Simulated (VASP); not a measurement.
SiSn2Ge3:

```
Si Sn Ge
1.0
     5.82214    0.00000    0.00000
    -2.91107    5.04212    0.00000
     0.00000    0.00000    4.08929
Si Sn Ge
1 2 3
Direct
  0.00000 0.00000 0.88881
  0.66667 0.33333 0.96314
  0.33333 0.66667 0.96314
  0.50000 0.50000 0.45952
  0.50000 0.00000 0.45952
  0.00000 0.50000 0.45952
```

```yaml
Program: VASP 6.6.1
Task: relaxation of cell and atoms
Functional: PBE
Potentials_or_basis: VASP PAW PBE potentials, release 64 (Si, Sn_d, Ge_d)
Cutoff: 600 eV
k_mesh: 3 × 3 × 4
Occupations: gaussian, width 0.1 eV
Spin: no spin polarisation
```

At the start: pressure 20.6 GPa; volume 20.01 Å³/atom.

**Question.** How do energy, volume and symmetry change on relaxing?

**Answer.** Over 35 steps the energy falls by 640.5 meV/atom and the volume is 25.20 Å³/atom (+25.9 %); space group P6mm (No. 183, to 0.05 Å).

Step by step:
| step | energy change (eV) | largest force (eV/Å) | pressure (GPa) | volume (Å³) |
| --- | --- | --- | --- | --- |
| 1 | 0.0000 | 0.1043 | 20.57 | 120.04 |
| 2 | -1.8733 | 0.1457 | -4.07 | 170.07 |
| 3 | -2.0105 | 0.0579 | -0.65 | 155.44 |
| 4 | -2.0137 | 0.0718 | -1.31 | 157.73 |
| 5 | -2.4272 | 0.1178 | -2.26 | 156.21 |
| 6 | -3.0888 | 0.3822 | -2.75 | 151.57 |
| 7 | -3.1480 | 0.4940 | 2.02 | 138.49 |
| 8 | -3.1782 | 0.4490 | 0.06 | 143.03 |
| 9 | -3.2059 | 0.4315 | 0.48 | 142.16 |
| 10 | -3.2088 | 0.4170 | 0.72 | 141.76 |
| 11 | -3.2304 | 0.4185 | 0.28 | 142.99 |
| 12 | -3.2643 | 0.3914 | -0.86 | 146.72 |
| 13 | -3.2889 | 0.4002 | -0.72 | 146.46 |
| 14 | -3.3472 | 0.4317 | -0.29 | 145.66 |
| 15 | -3.4440 | 0.6048 | 0.70 | 143.89 |
| 16 | -3.6505 | 0.2872 | 4.12 | 139.72 |
| 17 | -3.6628 | 0.2729 | 4.15 | 140.09 |
| 18 | -3.6875 | 0.2803 | 3.99 | 141.17 |
| 19 | -3.6898 | 0.3866 | 3.51 | 143.27 |
| 20 | -3.6958 | 0.3505 | 3.73 | 142.25 |
| 21 | -3.7234 | 0.2928 | 3.22 | 143.36 |
| 22 | -3.7847 | 0.1395 | 1.73 | 146.71 |
| 23 | -3.8149 | 0.1888 | -0.75 | 153.56 |
| 24 | -3.8185 | 0.1707 | -0.24 | 151.93 |
| 25 | -3.8235 | 0.1686 | -0.18 | 151.97 |
| 26 | -3.8345 | 0.1442 | -0.31 | 152.10 |
| 27 | -3.8346 | 0.0888 | -0.54 | 152.30 |
| 28 | -3.8382 | 0.1142 | -0.48 | 152.21 |
| 29 | -3.8405 | 0.0947 | -0.15 | 151.30 |
| 30 | -3.8408 | 0.0778 | 0.13 | 150.51 |
| 31 | -3.8409 | 0.0829 | 0.08 | 150.73 |
| 32 | -3.8409 | 0.0838 | 0.04 | 150.79 |
| 33 | -3.8412 | 0.0774 | 0.01 | 150.83 |
| 34 | -3.8420 | 0.0608 | 0.05 | 150.95 |
| 35 | -3.8427 | 0.0273 | 0.06 | 151.18 |

Final structure:
```xyz
6
Lattice="5.4170 0.0000 0.0000 -2.7085 4.6913 0.0000 0.0000 0.0000 5.9489" Properties=species:S:1:pos:R:3 pbc="T T T"
Si    0.0000    0.0000    4.0413
Sn    2.7085    1.5638    5.8089
Sn    0.0000    3.1275    5.8089
Ge    1.3542    2.3456    3.0962
Ge    2.7085    0.0000    3.0962
Ge   -1.3542    2.3456    3.0962
```

Caveat: the k points lie up to 0.45 Å⁻¹ apart in the final cell; the volume moved by over 15 % at a fixed basis, so the end points are rough.
